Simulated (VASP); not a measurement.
Hf3GeRu: relaxation of cell and atoms with PBE

Crystal: Hf3GeRu.

```
Hf Ge Ru
1.0
     4.86577    0.00000    0.00000
     0.00000    4.86577    0.00000
     0.00000    0.00000    4.86577
Hf Ge Ru
3 1 1
Direct
  0.50000 0.00000 0.00000
  0.00000 0.50000 0.00000
  0.00000 0.00000 0.50000
  0.00000 0.00000 0.00000
  0.50000 0.50000 0.50000
```

The cell was generated, and may not be a known phase.

| Property | Result |
| --- | --- |
| Program | VASP 6.6.1 |
| Task | relaxation of cell and atoms |
| Functional | PBE |
| Potentials or basis | VASP PAW PBE potentials, release 64 (Hf_pv, Ge_d, Ru_pv) |
| Cutoff | 600 eV |
| k mesh | 8 × 8 × 8 |
| Occupations | gaussian, width 0.1 eV |
| Spin | no spin polarisation |
| Dipole correction | no |
| Further INCAR settings | ALGO = Fast; EDIFF = 1e-06; IBRION = 2; EDIFFG = -0.01; NSW = 100; ISIF = 3 |

```yaml
Relaxed_volume: 22.98 Å³/atom
Relaxed_cell: a = 4.862 Å, b = 4.862 Å, c = 4.862 Å, α = 90.00°, β = 90.00°, γ = 90.00°
Space_group_after_relaxing_to_0.1_Å: Pm-3m (No. 221)
Energy_gained_by_relaxing: 0.0 meV/atom
Ionic_steps: 3
Pressure_after_relaxing: 0.0 GPa
Band_gap_on_the_k_mesh: zero (bands 29 and 30 overlap by 0.54 eV)
```

The path:
| step | energy change (eV) | largest force (eV/Å) | pressure (GPa) | volume (Å³) |
| --- | --- | --- | --- | --- |
| 1 | 0.0000 | 0.0000 | -0.27 | 115.20 |
| 2 | 0.0001 | 0.0000 | 0.35 | 114.56 |
| 3 | -0.0002 | 0.0000 | -0.01 | 114.92 |

Final structure:
```
Hf Ge Ru
1.0
     4.86177    0.00000    0.00000
     0.00000    4.86177    0.00000
     0.00000    0.00000    4.86177
Hf Ge Ru
3 1 1
Direct
  0.50000 0.00000 0.00000
  0.00000 0.50000 0.00000
  0.00000 0.00000 0.50000
  0.00000 0.00000 0.00000
  0.50000 0.50000 0.50000
```

Levels at points of the mesh, in eV from the Fermi level:
| k point | band 27 | band 28 | band 29 | band 30 | band 31 | band 32 |
| --- | --- | --- | --- | --- | --- | --- |
| (0.00, 0.00, 0.00) | -0.84 | -0.02 | -0.02 | -0.02 | 1.20 | 1.20 |
| (0.50, 0.00, 0.00) | -0.46 | -0.46 | -0.31 | -0.24 | -0.24 | 1.36 |
| (0.50, 0.50, 0.00) | -0.72 | -0.72 | -0.39 | 0.03 | 1.12 | 1.12 |
| (0.50, 0.50, 0.50) | -0.57 | 0.30 | 0.30 | 0.30 | 1.04 | 1.04 |

It took 6 min on 1 thread of Intel(R) Xeon(R) Platinum 8488C (Sapphire Rapids), on a shared host, peak memory 0.37 GiB.

Caveat: spin-orbit coupling is left out, which moves the levels of the heavy elements.
